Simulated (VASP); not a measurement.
Write the native input for VASP 6.6.1 that does the following.

- Task: single point
- Functional: HSE06
- Potentials or basis: VASP PAW PBE potentials, release 64 (Cs_sv, Sn_d, I)
- Cutoff: 520 eV
- k mesh: 2 × 2 × 2
- Occupations: gaussian, width 0.01 eV
- Spin: no spin polarisation
- Dipole correction: no
- Grid for exact exchange (PRECFOCK): Fast
- Further INCAR settings: ALGO = Normal; EDIFF = 1e-07; NBANDS = 30
- Share of exact exchange: 0.25
- Screening parameter: 0.2079 1/Å

Crystal: CsSnI3.

```xyz
5
Lattice="6.2415 0.0000 0.0000 0.0000 6.2415 0.0000 0.0000 0.0000 6.1791" Properties=species:S:1:pos:R:3 pbc="T T T"
Cs    0.0000    0.0000    0.0000
Sn    3.1207    3.1207    3.0895
I     3.1207    3.1207    0.0000
I     3.1207    0.0000    3.0895
I     0.0000    3.1207    3.0895
```

This cell differs from its parent crystal: uniaxial z strain -1.0%.

The input as run:

POSCAR

```
CsSnI3
1.0
    6.2414907048      0.0000000000      0.0000000000
    0.0000000000      6.2414907048      0.0000000000
    0.0000000000      0.0000000000      6.1790757978
Cs Sn I
1 1 3
Direct
    0.0000000000      0.0000000000      0.0000000000
    0.5000000000      0.5000000000      0.5000000000
    0.5000000000      0.5000000000      0.0000000000
    0.5000000000      0.0000000000      0.5000000000
    0.0000000000      0.5000000000      0.5000000000
```

INCAR.step1

```
SYSTEM = CsSnI3
ALGO = Normal
EDIFF = 1E-5
ENCUT = 520
GGA = PE
ISIF = 2
ISMEAR = 0
LASPH = .TRUE.
LREAL = .FALSE.
LWAVE = .TRUE.
NBANDS = 30
NELM = 60
PREC = Accurate
SIGMA = 0.01
```

INCAR.step2

```
SYSTEM = CsSnI3
ALGO = Normal
EDIFF = 1E-7
ENCUT = 520
GGA = PE
HFSCREEN = 0.2079
ISIF = 2
ISMEAR = 0
ISTART = 1
LASPH = .TRUE.
LCHARG = .TRUE.
LELF = .TRUE.
LHFCALC = .TRUE.
LREAL = .FALSE.
LVHAR = .TRUE.
LWAVE = .FALSE.
NBANDS = 30
NELM = 60
PREC = Accurate
PRECFOCK = Fast
SIGMA = 0.01
```

KPOINTS

```
k-points
0
G
  2 2 2
  0 0 0
```

Potentials or basis: VASP PAW PBE potentials, release 64 (Cs_sv, Sn_d, I).

The run is started by

```sh
$ cat potpaw_PBE.64/Cs_sv/POTCAR potpaw_PBE.64/Sn_d/POTCAR potpaw_PBE.64/I/POTCAR > POTCAR
$ cp INCAR.step1 INCAR
$ mpirun -np 1 vasp_std > vasp.out
$ cp INCAR.step2 INCAR
$ mpirun -np 1 vasp_std > vasp.out
```

It gave:

```json
{
  "Pressure": "1.6 GPa",
  "Band gap on the k mesh": "0.78 eV"
}
```

Caveat: the k points lie up to 0.51 Å⁻¹ apart; the cell differs from its parent crystal (uniaxial z strain -1.0%); the PAW data sets were made with another functional, which shifts forces and pressure a little; spin-orbit coupling is left out, which moves the levels of the heavy elements.

Wall time 18 min on 1 thread of Intel(R) Xeon(R) Platinum 8259CL CPU @ 2.50GHz (Skylake/Cascade Lake), with other jobs on the host, peak memory 0.46 GiB.
